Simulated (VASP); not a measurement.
# MnF2 (P4_2/mnm) in VASP: further runs

The runs below take MnF2 through single point, with PBEsol.

All numbers are computed with VASP 6.6.1; they aren't measurements. Logs are shortened: lines on timing, memory, paths and dates and some standing lists are left out, and cuts for length are marked.

## Step 1: The cell of the first run

Symmetry: P4_2/mnm, No. 136, tetragonal system. The conventional cell has a = 4.874 Å, b = 4.874 Å, c = 3.311 Å, α = 90.00°, β = 90.00°, γ = 90.00°. Within 2.8 Å of Mn (site symmetry mmm) lie 6 F at 2.10 to 2.13 Å. F (site symmetry m2m) has 3 Mn at 2.10 to 2.13 Å and 1 F at 2.68 Å within 2.8 Å.

## Step 2: Single point, PBEsol, collinear spin, ferromagnetic start

Input file INCAR:

```
PREC = Accurate
ENCUT = 520
EDIFF = 1E-7
ISMEAR = -1
SIGMA = 0.05
LREAL = False
LASPH = True
NELM = 150
ALGO = Normal
ISIF = 2
LWAVE = False
LCHARG = False
ISPIN = 2
MAGMOM = 4 4 0 0 0 0
LORBIT = 11
LMAXMIX = 4
GGA = PS
NBANDS = 40
```

Input file KPOINTS:

```
Automatic mesh
0
Gamma
  6 6 8
```

Input file POSCAR:

```
MnF2
1.0
    4.8738000000      0.0000000000      0.0000000000
    0.0000000000      4.8738000000      0.0000000000
    0.0000000000      0.0000000000      3.3107000000
Mn F
2 4
Direct
    0.5000000000      0.5000000000      0.5000000000
    0.0000000000      0.0000000000      0.0000000000
    0.8053000000      0.1947000000      0.5000000000
    0.6947000000      0.6947000000      0.0000000000
    0.1947000000      0.8053000000      0.5000000000
    0.3053000000      0.3053000000      0.0000000000
```

Potentials or basis: VASP PAW PBE potentials, release 64 (Mn_pv, F).

Started as:

```bash
> cat potpaw_PBE.64/Mn_pv/POTCAR potpaw_PBE.64/F/POTCAR > POTCAR
> mpirun -np 1 vasp_std > vasp.out
```

OUTCAR:

```text
PREC = Accurate
   ENCUT = 520
   EDIFF = 1E-7
   ISMEAR = -1
   LREAL = False
   LASPH = True
   NELM = 150
   ISIF = 2
   ISPIN = 2
   LORBIT = 11
   GGA = PS

 ion  position               nearest neighbor table
   1  0.500  0.500  0.500-   3 2.10   5 2.10   4 2.13   6 2.13   4 2.13   6 2.13
   2  0.000  0.000  0.000-   4 2.10   6 2.10   5 2.13   3 2.13   3 2.13   5 2.13
   3  0.805  0.195  0.500-   1 2.10   2 2.13   2 2.13
   4  0.695  0.695  0.000-   2 2.10   1 2.13   1 2.13
   5  0.195  0.805  0.500-   1 2.10   2 2.13   2 2.13
   6  0.305  0.305  0.000-   2 2.10   1 2.13   1 2.13

  LATTYP: Found a simple tetragonal cell.
 ALAT       =     4.8738000000
 C/A-ratio  =     0.6792851574

  Lattice vectors:

 A1 = (   4.8738000000,   0.0000000000,   0.0000000000)
 A2 = (   0.0000000000,   4.8738000000,   0.0000000000)
 A3 = (   0.0000000000,   0.0000000000,   3.3107000000)

Analysis of symmetry for initial positions (statically):
=====================================================================
 Subroutine PRICEL returns:
 Original cell was already a primitive cell.

 Routine SETGRP: Setting up the symmetry group for a
 simple tetragonal supercell.

 Subroutine GETGRP returns: Found 16 space group operations
 (whereof  8 operations were pure point group operations)
 out of a pool of 16 trial point group operations.

The static configuration has the point symmetry D_2h.
 The point group associated with its full space group is D_4h.

Analysis of symmetry for dynamics (positions and initial velocities):
=====================================================================
 Subroutine PRICEL returns:
 Original cell was already a primitive cell.

 Routine SETGRP: Setting up the symmetry group for a
 simple tetragonal supercell.

 Subroutine GETGRP returns: Found 16 space group operations
 (whereof  8 operations were pure point group operations)
 out of a pool of 16 trial point group operations.

The dynamic configuration has the point symmetry D_2h.
 The point group associated with its full space group is D_4h.

Analysis of structural, dynamic, and magnetic symmetry:
=====================================================================
 Subroutine PRICEL returns:
 Original cell was already a primitive cell.

 Routine SETGRP: Setting up the symmetry group for a
 simple tetragonal supercell.

 Subroutine GETGRP returns: Found 16 space group operations
 (whereof  8 operations were pure point group operations)
 out of a pool of 16 trial point group operations.

The overall configuration has the point symmetry D_2h.
[... 146 lines left out ...]

 number of electron      54.0000032 magnetization      10.0000018

 Free energy of the ion-electron system (eV)
  ---------------------------------------------------
  ext. energy  EPLUGINS =         0.00000000
  ---------------------------------------------------
  free energy    TOTEN  =       -40.63545652 eV

  energy without entropy =      -40.63545598  energy(sigma->0) =      -40.63545625

 E-fermi :   3.7972     XC(G=0): -10.0067

 val. band max:        3.3056123605   @ k =   0.0000   0.0000   0.0000
 cond. band min:       4.2416470000   @ k =   0.0000   0.0000   0.0000
 fundamental gap:      0.9360346395
 Fermi energy:         3.7971945333

 spin component 1

 k-point     1 :       0.0000    0.0000    0.0000
  band No.  band energies     occupation
      1     -46.7437      1.00000
      2     -46.7437      1.00000
      3     -46.6838      1.00000
      4     -46.6838      1.00000
      5     -46.6780      1.00000
      6     -46.6761      1.00000
[... 997 lines left out ...]
     38      13.0837      0.00000
     39      13.9101      0.00000

 [... further k-points ...]

 spin component 2

 k-point     1 :       0.0000    0.0000    0.0000
  band No.  band energies     occupation
      1     -41.8431      1.00000
      2     -41.8431      1.00000
      3     -41.7740      1.00000
      4     -41.7740      1.00000
      5     -41.7640      1.00000
      6     -41.7612      1.00000
[... 997 lines left out ...]
     38      14.1268      0.00000
     39      14.8141      0.00000

 [... further k-points ...]

 [bands above 39 left out]

------------------------ aborting loop because EDIFF is reached ----------------------------------------

  FORCE on cell =-STRESS in cart. coord.  units (eV):
  Direction    XX          YY          ZZ          XY          YZ          ZX
  --------------------------------------------------------------------------------------
  -------------------------------------------------------------------------------------
  Total       -0.2621617     -0.2621617     -0.4013086      0.0000000      0.0000000      0.0000000
  in kB       -5.3410256     -5.3410256     -8.1758677      0.0000000      0.0000000      0.0000000
  external PRESSURE =      -6.2859730 kB  Pullay stress =       0.0000000 kB

 VOLUME and BASIS-vectors are now :
 -----------------------------------------------------------------------------
  energy-cutoff  :      520.00
  volume of cell :       78.64
      direct lattice vectors                 reciprocal lattice vectors
     4.873800000  0.000000000  0.000000000     0.205178711  0.000000000  0.000000000
     0.000000000  4.873800000  0.000000000     0.000000000  0.205178711  0.000000000
     0.000000000  0.000000000  3.310700000     0.000000000  0.000000000  0.302050926

 POSITION                                       TOTAL-FORCE (eV/Angst)
 -----------------------------------------------------------------------------------
      2.43690      2.43690      1.65535        -0.000000      0.000000      0.000000
      0.00000      0.00000      0.00000        -0.000000      0.000000      0.000000
      3.92487      0.94893      1.65535         0.001154     -0.001154      0.000000
      3.38583      3.38583      0.00000        -0.001154     -0.001154      0.000000
      0.94893      3.92487      1.65535        -0.001154      0.001154      0.000000
      1.48797      1.48797      0.00000         0.001154      0.001154      0.000000
 -----------------------------------------------------------------------------------
    total drift:                                0.000000      0.000000      0.000000

  FREE ENERGIE OF THE ION-ELECTRON SYSTEM (eV)
  ---------------------------------------------------
  free  energy   TOTEN  =       -40.6354565219 eV

  energy  without entropy=      -40.6354559804  energy(sigma->0) =      -40.63545625

 total charge

# of ion       s       p       d       tot
------------------------------------------
    1        0.168   6.150   4.947  11.264
    2        0.168   6.150   4.947  11.264
    3        1.732   4.351   0.000   6.083
    4        1.732   4.351   0.000   6.083
    5        1.732   4.351   0.000   6.083
    6        1.732   4.351   0.000   6.083
--------------------------------------------------
tot          7.264  29.705   9.894  46.862

 magnetization (x)

# of ion       s       p       d       tot
------------------------------------------
    1        0.024   0.022   4.535   4.582
    2        0.024   0.022   4.535   4.582
    3        0.009   0.078   0.000   0.087
    4        0.009   0.078   0.000   0.087
    5        0.009   0.078   0.000   0.087
    6        0.009   0.078   0.000   0.087
--------------------------------------------------
tot          0.083   0.358   9.070   9.511
```

OSZICAR:

```text
N       E                     dE             d eps       ncg     rms          rms(c)
DAV:   1     0.672366487389E+03    0.67237E+03   -0.30005E+04  8104   0.153E+03
DAV:   2     0.165748381961E+02   -0.65579E+03   -0.61146E+03  8368   0.461E+02
DAV:   3    -0.427200604736E+02   -0.59295E+02   -0.58498E+02  9256   0.150E+02
DAV:   4    -0.436639850533E+02   -0.94392E+00   -0.94310E+00  8536   0.207E+01
DAV:   5    -0.436747431717E+02   -0.10758E-01   -0.10758E-01  9040   0.222E+00    0.210E+01
DAV:   6    -0.406293530817E+02    0.30454E+01   -0.15450E+01  9352   0.317E+01    0.170E+01
DAV:   7    -0.406462866782E+02   -0.16934E-01   -0.12911E+00  8104   0.924E+00    0.113E+01
DAV:   8    -0.406190977206E+02    0.27189E-01   -0.14497E-01  8864   0.305E+00    0.577E+00
DAV:   9    -0.406342067978E+02   -0.15109E-01   -0.31434E-02  8496   0.173E+00    0.837E-01
DAV:  10    -0.406348073431E+02   -0.60055E-03   -0.88531E-03  8704   0.598E-01    0.157E-01
DAV:  11    -0.406352014029E+02   -0.39406E-03   -0.52990E-04  8488   0.142E-01    0.925E-02
DAV:  12    -0.406354109874E+02   -0.20958E-03   -0.69171E-05  8464   0.546E-02    0.312E-02
DAV:  13    -0.406354547139E+02   -0.43726E-04   -0.21743E-05  8448   0.309E-02    0.151E-02
DAV:  14    -0.406354559433E+02   -0.12295E-05   -0.22452E-06  8768   0.913E-03    0.675E-03
DAV:  15    -0.406354563184E+02   -0.37504E-06   -0.10411E-06  8568   0.618E-03    0.250E-03
DAV:  16    -0.406354564189E+02   -0.10056E-06   -0.59633E-08  5752   0.158E-03    0.128E-03
DAV:  17    -0.406354565234E+02   -0.10451E-06   -0.58904E-08  5552   0.161E-03    0.524E-04
DAV:  18    -0.406354565219E+02    0.15125E-08   -0.36823E-09  4240   0.488E-04
   1 F= -.40635457E+02 E0= -.40635456E+02  d E =-.541508E-06  mag=    10.0000
```

Run time: 7.7 min. Hardware: 1 thread of Intel Xeon 8259CL, shared host; peak memory 0.35 GiB.

Results:

```
Free energy                                           : -40.6355 eV
Pressure                                              : -0.6 GPa
Band gap on the k mesh                                : 0.94 eV, direct
Net moment                                            : 10.00 μB per cell
Site moments                                          : Mn +4.58; F +0.09 μB
Valence electrons inside the program's atomic spheres : Mn 11.26; F 6.08
```

Levels at points of the mesh, in eV from the valence-band top:
Spin up:
| k point | band 30 | band 31 | band 32 | band 33 | band 34 | band 35 |
| --- | --- | --- | --- | --- | --- | --- |
| (0.00, 0.00, 0.00) | -0.56 | -0.56 | 0.00 | 0.94 | 6.25 | 6.25 |
| (0.50, 0.00, 0.00) | -0.83 | -0.69 | -0.69 | 3.30 | 3.30 | 7.59 |
| (0.50, 0.50, 0.00) | -1.14 | -0.57 | -0.57 | 4.82 | 4.82 | 5.36 |
| (0.00, 0.00, 0.50) | -1.25 | -1.02 | -1.02 | 5.56 | 5.56 | 9.36 |
| (0.50, 0.00, 0.50) | -1.68 | -0.33 | -0.33 | 6.64 | 6.64 | 6.76 |
| (0.50, 0.50, 0.50) | -1.28 | -0.84 | -0.84 | 6.62 | 6.62 | 7.71 |
Spin down:
| k point | band 18 | band 19 | band 20 | band 21 | band 22 | band 23 | band 24 | band 25 | band 26 | band 27 |
| --- | --- | --- | --- | --- | --- | --- | --- | --- | --- | --- |
| (0.00, 0.00, 0.00) | -5.95 | -5.08 | -4.68 | -4.68 | -4.38 | 1.62 | 1.68 | 2.09 | 2.16 | 2.16 |
| (0.50, 0.00, 0.00) | -5.71 | -5.47 | -5.47 | -4.72 | -4.72 | 1.86 | 1.86 | 2.28 | 2.28 | 2.32 |
| (0.50, 0.50, 0.00) | -5.51 | -5.13 | -5.13 | -5.05 | -5.05 | 1.74 | 1.74 | 2.17 | 2.17 | 2.33 |
| (0.00, 0.00, 0.50) | -5.74 | -5.31 | -5.31 | -5.09 | -5.09 | 2.10 | 2.10 | 2.18 | 2.18 | 2.24 |
| (0.50, 0.00, 0.50) | -5.98 | -5.15 | -5.15 | -4.89 | -4.89 | 1.81 | 1.81 | 2.23 | 2.23 | 2.44 |
| (0.50, 0.50, 0.50) | -5.71 | -4.87 | -4.87 | -4.79 | -4.79 | 2.07 | 2.07 | 2.16 | 2.16 | 2.31 |

Caveat: the PAW data sets were made with another functional, which shifts forces and pressure a little; only a ferromagnetic start was run, and an antiferromagnetic order may lie lower in energy. A k mesh can miss the band edges.

## Step 3: Single point, PBEsol, collinear spin, ferromagnetic start

This run uses another cell than the first one, of 13.37 Å³/atom, 1.020 times its volume.

Input file INCAR:

```
SYSTEM = MnF2
PREC = Accurate
ENCUT = 520
EDIFF = 1E-6
ISMEAR = -1
SIGMA = 0.05
LREAL = .FALSE.
LASPH = .TRUE.
NELM = 150
ALGO = Normal
ISIF = 2
LWAVE = .FALSE.
LCHARG = .FALSE.
ISPIN = 2
MAGMOM = 4 4 0 0 0 0
LORBIT = 11
LMAXMIX = 4
GGA = PS
NBANDS = 40
```

Input file KPOINTS:

```
regular mesh
0
G
  5 5 7
  0 0 0
```

POSCAR: that of step 2 with these lines changed.

```diff
@@ -2,5 +2,5 @@
 1.0
-    4.8738000000      0.0000000000      0.0000000000
-    0.0000000000      4.8738000000      0.0000000000
-    0.0000000000      0.0000000000      3.3107000000
+    4.9060777619      0.0000000000      0.0000000000
+    0.0000000000      4.9060777619      0.0000000000
+    0.0000000000      0.0000000000      3.3326258045
 Mn F
```

Potentials or basis: VASP PAW PBE potentials, release 64 (Mn_pv, F).

Started as:

```bash
> cat potpaw_PBE.64/Mn_pv/POTCAR potpaw_PBE.64/F/POTCAR > POTCAR
> mpirun -np 1 vasp_std > vasp.out
```

Wall time 86 s (1 thread of Oxide Virtual Turin-like, shared host); peak memory 0.24 GiB.

It converged, with:

| Quantity | Value |
| --- | --- |
| Free energy | -40.6237 eV |
| Pressure | -2.5 GPa |
| Largest force | 0.023 eV/Å |
| Band gap on the k mesh | 0.97 eV, direct |
| Net moment | 10.00 μB per cell |
| Site moments | Mn +4.58; F +0.08 μB |
| Valence electrons inside the program's atomic spheres | Mn 11.24; F 6.08 |

Forces in eV/Å, atoms in the order of the input:
```
Mn   0.000  0.000  0.000
Mn   0.000  0.000  0.000
F    0.016 -0.016  0.000
F   -0.016 -0.016  0.000
F   -0.016  0.016  0.000
F    0.016  0.016  0.000
```

Stress tensor (GPa, compression positive):
```
-2.23  0.00  0.00
 0.00 -2.23  0.00
 0.00  0.00 -2.97
```

Levels at points of the mesh, in eV from the valence-band top:
Spin up:
| k point | band 30 | band 31 | band 32 | band 33 | band 34 | band 35 |
| --- | --- | --- | --- | --- | --- | --- |
| (0.00, 0.00, 0.00) | -0.55 | -0.55 | 0.00 | 0.97 | 6.29 | 6.29 |
Spin down:
| k point | band 20 | band 21 | band 22 | band 23 | band 24 | band 25 |
| --- | --- | --- | --- | --- | --- | --- |
| (0.00, 0.00, 0.00) | -4.52 | -4.52 | -4.23 | 1.70 | 1.77 | 2.16 |

Caveat: the PAW data sets were made with another functional, which shifts forces and pressure a little; only a ferromagnetic start was run, and an antiferromagnetic order may lie lower in energy.
